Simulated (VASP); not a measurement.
Input of a VASP 6.6.1 run:

POSCAR

```
C
1.0
    0.0000000000      1.7833700000      1.7833700000
    1.7833700000      0.0000000000      1.7833700000
    1.7833700000      1.7833700000      0.0000000000
C
2
Direct
    0.7500000000      0.7500000000      0.7500000000
    0.5000000000      0.5000000000      0.5000000000
```

INCAR.step1

```
SYSTEM = C
  ISMEAR = 0
  SIGMA = 0.03
  LWAVE = .TRUE.
  LCHARG = .FALSE.
  NBANDS = 16
  PREC = Accurate
  LASPH = .TRUE.
  LREAL = .FALSE.
  ALGO = Normal
  EDIFF = 1E-7
  NELM = 120
  GGA_COMPAT = .FALSE.
  ENCUT = 640
  EFERMI = MIDGAP
  GGA = PE
```

File INCAR.step2:

```
SYSTEM = C
  METAGGA = MBJ
  ISMEAR = 0
  SIGMA = 0.03
  LWAVE = .FALSE.
  LCHARG = .FALSE.
  NBANDS = 16
  PREC = Accurate
  LASPH = .TRUE.
  LREAL = .FALSE.
  ALGO = Normal
  EDIFF = 1E-7
  NELM = 120
  GGA_COMPAT = .FALSE.
  ENCUT = 640
  EFERMI = MIDGAP
  LMIXTAU = .TRUE.
  ISTART = 1
```

KPOINTS

```
Automatic mesh
0
Gamma
  17 17 17
  0 0 0
```

KPOINTS_OPT

```
path GXWKGLUWLK,UX
32
line-mode
reciprocal
 0.0000000000  0.0000000000  0.0000000000  G
 0.5000000000  0.0000000000  0.5000000000  X

 0.5000000000  0.0000000000  0.5000000000  X
 0.5000000000  0.2500000000  0.7500000000  W

 0.5000000000  0.2500000000  0.7500000000  W
 0.3750000000  0.3750000000  0.7500000000  K

 0.3750000000  0.3750000000  0.7500000000  K
 0.0000000000  0.0000000000  0.0000000000  G

 0.0000000000  0.0000000000  0.0000000000  G
 0.5000000000  0.5000000000  0.5000000000  L

 0.5000000000  0.5000000000  0.5000000000  L
 0.6250000000  0.2500000000  0.6250000000  U

 0.6250000000  0.2500000000  0.6250000000  U
 0.5000000000  0.2500000000  0.7500000000  W

 0.5000000000  0.2500000000  0.7500000000  W
 0.5000000000  0.5000000000  0.5000000000  L

 0.5000000000  0.5000000000  0.5000000000  L
 0.3750000000  0.3750000000  0.7500000000  K

 0.6250000000  0.2500000000  0.6250000000  U
 0.5000000000  0.0000000000  0.5000000000  X
```

Potentials or basis: VASP PAW PBE potentials, release 64 (C).

Run with:

```console
$ cat potpaw_PBE.64/C/POTCAR > POTCAR
$ cp INCAR.step1 INCAR
$ mpirun -np 1 vasp_std > vasp.out
$ cp INCAR.step2 INCAR
$ mpirun -np 1 vasp_std > vasp.out
```

(1) What does it give for the band gap along the path?

(2) Estimate the band gap on the k mesh.

## Answers

(1) 4.95 eV (least direct gap 6.62 eV).

(2) 4.95 eV (least direct gap 6.62 eV).
